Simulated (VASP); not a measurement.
# P (Cmce) in VASP: a series of runs

The runs below take P through relaxation of cell and atoms, with revPBE, LAK.

All numbers are computed with VASP 6.6.1; they aren't measurements. Logs are shortened: lines on timing, memory, paths and dates and some standing lists are left out, and cuts for length are marked.

**1. The cell of the first run**

It takes space group Cmce (No. 64, orthorhombic). Conventional cell: a = 3.295 Å, b = 10.930 Å, c = 4.544 Å, α = 90.00°, β = 90.00°, γ = 90.00°. Within 2.9 Å of P (site symmetry m) lie 3 P at 2.20 to 2.25 Å.

**2. Relaxation of cell and atoms, revPBE**

File INCAR:

```
SYSTEM = P
ALGO = Normal
EDIFF = 1E-6
EDIFFG = -0.01
ENCUT = 600
GGA = RE
IBRION = 2
ISIF = 3
ISMEAR = -1
LASPH = .TRUE.
LCHARG = .FALSE.
LREAL = .FALSE.
LWAVE = .FALSE.
NELM = 80
NSW = 60
PREC = Accurate
SIGMA = 0.05
```

File KPOINTS:

```
k-points
0
G
  8 8 6
  0 0 0
```

File POSCAR:

```
P
1.0
    1.6477431241     -5.4650377251      0.0000000000
    1.6477431241      5.4650377251      0.0000000000
    0.0000000000      0.0000000000      4.5436355900
P
4
Direct
    0.9041431300      0.0958568700      0.5888151700
    0.0958568700      0.9041431300      0.4111848300
    0.5958568700      0.4041431300      0.0888151700
    0.4041431300      0.5958568700      0.9111848300
```

Potentials or basis: VASP PAW PBE potentials, release 64 (P).

Command:

```sh
cat potpaw_PBE.64/P/POTCAR > POTCAR
mpirun -np 1 vasp_std > vasp.out
```

OUTCAR:

```text
SYSTEM = P
   EDIFF = 1E-6
   EDIFFG = -0.01
   ENCUT = 600
   GGA = RE
   IBRION = 2
   ISIF = 3
   ISMEAR = -1
   LASPH = .TRUE.
   LREAL = .FALSE.
   NELM = 80
   NSW = 60
   PREC = Accurate

 ion  position               nearest neighbor table
   1  0.904  0.096  0.589-   4 2.20   4 2.20   2 2.25
   2  0.096  0.904  0.411-   3 2.20   3 2.20   1 2.25
   3  0.596  0.404  0.089-   2 2.20   2 2.20   4 2.25
   4  0.404  0.596  0.911-   1 2.20   1 2.20   3 2.25

  LATTYP: Found a base centered orthorhombic cell.
 ALAT       =     3.2954862482
 B/A-ratio  =     3.3166806435
 C/A-ratio  =     1.3787451222

  Lattice vectors:

 A1 = (   1.6477431241,  -5.4650377251,   0.0000000000)
 A2 = (   1.6477431241,   5.4650377251,   0.0000000000)
 A3 = (   0.0000000000,   0.0000000000,   4.5436355900)

Analysis of symmetry for initial positions (statically):
=====================================================================
 Subroutine PRICEL returns:
 Original cell was already a primitive cell.

 Routine SETGRP: Setting up the symmetry group for a
 base centered orthorhombic supercell.

 Subroutine GETGRP returns: Found  8 space group operations
 (whereof  4 operations were pure point group operations)
 out of a pool of  8 trial point group operations.

The static configuration has the point symmetry C_2h.
 The point group associated with its full space group is D_2h.

Analysis of symmetry for dynamics (positions and initial velocities):
=====================================================================
 Subroutine PRICEL returns:
 Original cell was already a primitive cell.

 Routine SETGRP: Setting up the symmetry group for a
 base centered orthorhombic supercell.

 Subroutine GETGRP returns: Found  8 space group operations
 (whereof  4 operations were pure point group operations)
 out of a pool of  8 trial point group operations.

The dynamic configuration has the point symmetry C_2h.
 The point group associated with its full space group is D_2h.

 Subroutine INISYM returns: Found  8 space group operations
 (whereof  4 operations are pure point group operations),
 and found     1 'primitive' translations

----------------------------------------------------------------------------------------

                                     Primitive cell

  volume of cell :      81.8307

  direct lattice vectors                    reciprocal lattice vectors
     1.647743124 -5.465037725  0.000000000     0.303445357 -0.091490677  0.000000000
     1.647743124  5.465037725  0.000000000     0.303445357  0.091490677  0.000000000
     0.000000000  0.000000000  4.543635590     0.000000000  0.000000000  0.220088073

  length of vectors
     5.708037731  5.708037731  4.543635590     0.316937894  0.316937894  0.220088073

  position of ions in fractional coordinates (direct lattice)
     0.904143130  0.095856870  0.588815170
     0.095856870  0.904143130  0.411184830
     0.595856870  0.404143130  0.088815170
     0.404143130  0.595856870  0.911184830

  ion indices of the primitive-cell ions
   primitive index   ion index
                 1           1
                 2           2
                 3           3
                 4           4

----------------------------------------------------------------------------------------

 KPOINTS: k-points

Automatic generation of k-mesh.
 Grid dimensions read from file:
 generate k-points for:    8    8    6

 Generating k-lattice:

  Cartesian coordinates                     Fractional coordinates (reciprocal lattice)
     0.037930670 -0.011436335  0.000000000     0.125000000 -0.000000000  0.000000000
     0.037930670  0.011436335  0.000000000    -0.000000000  0.125000000  0.000000000
     0.000000000  0.000000000  0.036681345     0.000000000  0.000000000  0.166666667

  Length of vectors
     0.039617237  0.039617237  0.036681345

  Shift w.r.t. Gamma in fractional coordinates (k-lattice)
     0.000000000  0.000000000  0.000000000

 Subroutine IBZKPT returns following result:
 ===========================================

 Found     84 irreducible k-points:

 Following reciprocal coordinates:
            Coordinates               Weight
  0.000000  0.000000  0.000000      1.000000
  0.125000  0.000000  0.000000      4.000000
  0.250000  0.000000  0.000000      4.000000
  0.375000  0.000000  0.000000      4.000000
  0.500000  0.000000  0.000000      2.000000
  0.125000  0.125000  0.000000      2.000000
[... 16 lines left out ...]
  0.125000  0.000000  0.166667      8.000000
  0.250000  0.000000  0.166667      8.000000
 [... further k-points ...]
   k-points           NKPTS =     84   k-points in BZ     NKDIM =     84   number of bands    NBANDS=     14
   number of dos      NEDOS =    301   number of ions     NIONS =      4
   total plane-waves  NPLWV =  82944
   dimension x,y,z NGX =    48 NGY =   48 NGZ =   36
   dimension x,y,z NGXF=    96 NGYF=   96 NGZF=   72
   ions per type =               4
   NGX,Y,Z   is equivalent  to a cutoff of  13.98, 13.98, 13.17 a.u.
   NGXF,Y,Z  is equivalent  to a cutoff of  27.96, 27.96, 26.34 a.u.
 SYSTEM =  P
   PREC   = accura    normal or accurate (medium, high low for compatibility)
   ISTART =      0    job   : 0-new  1-cont  2-samecut
   ICHARG =      2    charge: 1-file 2-atom 10-const
   ISPIN  =      1    spin polarized calculation?
   LNONCOLLINEAR =      F non collinear calculations
   LSORBIT =      F    spin-orbit coupling
   LASPH  =      T    aspherical Exc in radial PAW
   ENCUT  =  600.0 eV  44.10 Ry    6.64 a.u.  11.40 11.40  9.07*2*pi/ulx,y,z
   NELM   =     80;   NELMIN=  2; NELMDL= -5     # of ELM steps
   EDIFF  = 0.1E-05   stopping-criterion for ELM
   LREAL  =      F    real-space projection
   EDIFFG = -.1E-01   stopping-criterion for IOM
   NSW    =     60    number of steps for IOM
   IBRION =      2    ionic relax: 0-MD 1-quasi-New 2-CG
   NFREE  =      1    steps in history (QN), initial steepest desc. (CG)
   ISIF   =      3    stress and relaxation
   ISYM   =      2    0-nonsym 1-usesym 2-fastsym
   POTIM  = 0.5000    time-step for ionic-motion
   TEBEG  =    0.0;   TEEND  =   0.0 temperature during run
   PSTRESS=    0.0 pullay stress
   NELECT =      20.0000    total number of electrons
   NUPDOWN=      -1.0000    fix difference up-down
   EMIN   =  10.00;   EMAX   =-10.00  energy-range for DOS
   EFERMI =   0.00;   METHOD = LEGACY
   ISMEAR =    -1;   SIGMA  =   0.05  broadening in eV -4-tet -1-fermi 0-gaus
   EFERMI_NEDOS =   21; number of points for ismear=-14 and -15
   IALGO  =     38    algorithm
   IMIX   =      4    mixing-type and parameters
     AMIX     =   0.40;   BMIX     =  1.00
     AMIX_MAG =   1.60;   BMIX_MAG =  1.00
  volume/ion in A,a.u.               =      20.46       138.06
  Fermi-wavevector in a.u.,A,eV,Ry     =   1.023559  1.934246 14.254450  1.047673
  Thomas-Fermi vector in A             =   2.157299
   LORBIT       =      0    0 simple, 1 ext, 2 COOP (PROOUT), +10 PAW based schemes
   GGA     = RE    functional components
   LHFCALC =     F    Hartree Fock is set to
   AEXX    =    0.0000 exact exchange contribution
   IVDW    =     0    specifies the selected vdW correction
   LEPSILON=     F    determine dielectric tensor
   LRPA    =     F    only Hartree local field effects (RPA)
 conjugate gradient relaxation of ions
 non-spin polarized calculation
  energy-cutoff  :      600.00
  volume of cell :       81.83
 maximum number of plane-waves:      2758
 NGX is ok and might be reduce to    48
   NGX = 23   NGY = 23   NGZ = 19

--------------------------------------- Ionic step        1  -------------------------------------------

 number of electron      20.0000001 magnetization

 Free energy of the ion-electron system (eV)
  ---------------------------------------------------
  ext. energy  EPLUGINS =         0.00000000
  ---------------------------------------------------
  free energy    TOTEN  =       -20.34536313 eV

  energy without entropy =      -20.34506235  energy(sigma->0) =      -20.34521274

------------------------ aborting loop because EDIFF is reached ----------------------------------------

  FORCE on cell =-STRESS in cart. coord.  units (eV):
  Direction    XX          YY          ZZ          XY          YZ          ZX
  --------------------------------------------------------------------------------------
  -------------------------------------------------------------------------------------
  Total        1.3933140      1.4182301      1.5584110      0.0000000      0.0000000      0.0000000
  in kB       27.2799404     27.7677773     30.5124037      0.0000000      0.0000000      0.0000000
  external PRESSURE =      28.5200404 kB  Pullay stress =       0.0000000 kB
[... 95 lines left out ...]
  FREE ENERGIE OF THE ION-ELECTRON SYSTEM (eV)
  ---------------------------------------------------
  free  energy   TOTEN  =       -20.3714903182 eV

  energy  without entropy=      -20.3712836284  energy(sigma->0) =      -20.37138697

 E-fermi :   5.2066     XC(G=0):  -8.9726

 val. band max:        5.1086941361   @ k =   0.5000   0.5000   0.0000
 cond. band min:       5.2981831080   @ k =   0.5000   0.5000   0.0000
 fundamental gap:      0.1894889719
 Fermi energy:         5.2066087189

 k-point     1 :       0.0000    0.0000    0.0000
  band No.  band energies     occupation
      1     -10.2064      2.00000
      2      -7.7499      2.00000
      3      -4.3572      2.00000
      4      -1.2229      2.00000
      5       0.0525      2.00000
      6       0.5530      2.00000
      7       1.3700      2.00000
      8       2.5980      2.00000
      9       2.7572      2.00000
     10       4.1903      2.00000
     11       5.7435      0.00004
     12       6.3599      0.00000
     13       7.1948      0.00000
     14       8.0726      0.00000
[... 379 lines left out ...]
      3      -4.7487      2.00000
      4      -1.9572      2.00000
      5      -0.7884      2.00000
      6      -0.3794      2.00000
      7       1.2323      2.00000
      8       1.7086      2.00000
      9       2.8671      2.00000
     10       3.6018      2.00000
     11       6.3839      0.00000
     12       6.9853      0.00000
     13       7.3307      0.00000
     14       8.4967      0.00000

 [... further k-points ...]

[... ionic steps 4 to 55 ...]

--------------------------------------- Ionic step       56  -------------------------------------------

 number of electron      20.0000001 magnetization

------------------------ aborting loop because EDIFF is reached ----------------------------------------
[... 71 lines left out ...]
--------------------------------------- Ionic step       58  -------------------------------------------

 number of electron      20.0000001 magnetization

 Free energy of the ion-electron system (eV)
  ---------------------------------------------------
  ext. energy  EPLUGINS =         0.00000000
  ---------------------------------------------------
  free energy    TOTEN  =       -20.45847144 eV

  energy without entropy =      -20.45846844  energy(sigma->0) =      -20.45846994

 E-fermi :   2.6492     XC(G=0):  -7.1827

 val. band max:        2.1656316773   @ k =   0.5000   0.5000   0.0000
 cond. band min:       3.0670919805   @ k =   0.5000   0.5000   0.0000
 fundamental gap:      0.9014603032
 Fermi energy:         2.6492191363

 k-point     1 :       0.0000    0.0000    0.0000
  band No.  band energies     occupation
      1     -12.6543      2.00000
      2     -10.2679      2.00000
      3      -7.0628      2.00000
      4      -3.4326      2.00000
      5      -2.6150      2.00000
      6      -2.1823      2.00000
      7      -1.1086      2.00000
      8       0.4126      2.00000
      9       0.5674      2.00000
     10       2.1121      1.99996
     11       3.3186      0.00000
     12       3.8371      0.00000
     13       4.7943      0.00000
     14       5.3756      0.00000
[... 422 lines left out ...]
  FREE ENERGIE OF THE ION-ELECTRON SYSTEM (eV)
  ---------------------------------------------------
  free  energy   TOTEN  =       -20.4584714404 eV

  energy  without entropy=      -20.4584684388  energy(sigma->0) =      -20.45846994

 reached required accuracy - stopping structural energy minimisation
```

It took 44 min on 1 thread of AMD EPYC 9R45 (Zen 5), shared host; peak memory 0.3 GiB.

Results:

* Free energy: -20.4585 eV
* Relaxed volume: 29.48 Å³/atom
* Relaxed cell: a = 7.726 Å, b = 7.726 Å, c = 4.719 Å, α = 90.00°, β = 90.00°, γ = 155.25°
* Space group after relaxing (to 0.1 Å): Cmce (No. 64)
* Energy gained by relaxing: 28.3 meV/atom
* Ionic steps: 58
* Pressure after relaxing: 0.0 GPa
* Band gap on the k mesh: 0.90 eV

Step by step:
| step | energy change (eV) | largest force (eV/Å) | pressure (GPa) | volume (Å³) |
| --- | --- | --- | --- | --- |
| 1 | 0.0000 | 0.2854 | 2.85 | 81.83 |
| 3 | -0.0261 | 0.1108 | 0.19 | 84.34 |
| 5 | -0.0362 | 0.2295 | 0.05 | 86.12 |
| 7 | -0.0376 | 0.3010 | 0.03 | 86.93 |
| 9 | -0.0429 | 0.2791 | 0.01 | 87.59 |
| 11 | -0.0624 | 0.1719 | -0.03 | 90.58 |
| 13 | -0.0627 | 0.4583 | 0.47 | 102.91 |
| 15 | -0.0835 | 0.1305 | 0.19 | 98.98 |
| 17 | -0.0904 | 0.0938 | 0.01 | 105.44 |
| 19 | -0.0971 | 0.0651 | -0.35 | 106.47 |
| 21 | -0.1010 | 0.1222 | -0.78 | 107.97 |
| 23 | -0.1067 | 0.0788 | -0.25 | 107.76 |
| 25 | -0.1074 | 0.0474 | -0.08 | 107.63 |
| 27 | -0.1079 | 0.0265 | 0.05 | 107.44 |
| 29 | -0.1082 | 0.0167 | 0.12 | 107.55 |
| 31 | -0.1085 | 0.0342 | -0.06 | 108.19 |
| 33 | -0.1088 | 0.0124 | 0.03 | 108.57 |
| 35 | -0.1089 | 0.0158 | 0.03 | 108.84 |
| 37 | -0.1091 | 0.0236 | -0.06 | 110.75 |
| 39 | -0.1095 | 0.0187 | 0.00 | 110.30 |
| 41 | -0.1108 | 0.0557 | 0.18 | 112.67 |
| 43 | -0.1107 | 0.0832 | 0.28 | 113.47 |
| 45 | -0.1110 | 0.0785 | 0.26 | 113.83 |
| 47 | -0.1119 | 0.0610 | 0.16 | 115.46 |
| 49 | -0.1121 | 0.0169 | -0.12 | 121.97 |
| 51 | -0.1127 | 0.0284 | -0.01 | 119.20 |
| 53 | -0.1129 | 0.0154 | -0.02 | 118.77 |
| 55 | -0.1130 | 0.0116 | -0.04 | 118.40 |
| 57 | -0.1131 | 0.0122 | 0.03 | 117.91 |
| 58 | -0.1131 | 0.0018 | 0.01 | 117.92 |

Final structure:
```
P
1.0
     1.65553   -7.54614    0.00000
     1.65553    7.54614    0.00000
     0.00000    0.00000    4.71931
P
4
Direct
  0.93064 0.06936 0.59221
  0.06936 0.93064 0.40779
  0.56936 0.43064 0.09221
  0.43064 0.56936 0.90779
```

Caveat: the volume moved by over 15 % at a fixed basis, so the end points are rough; the PAW data sets were made with another functional, which shifts forces and pressure a little.

(Continued in part 2 of 2.)
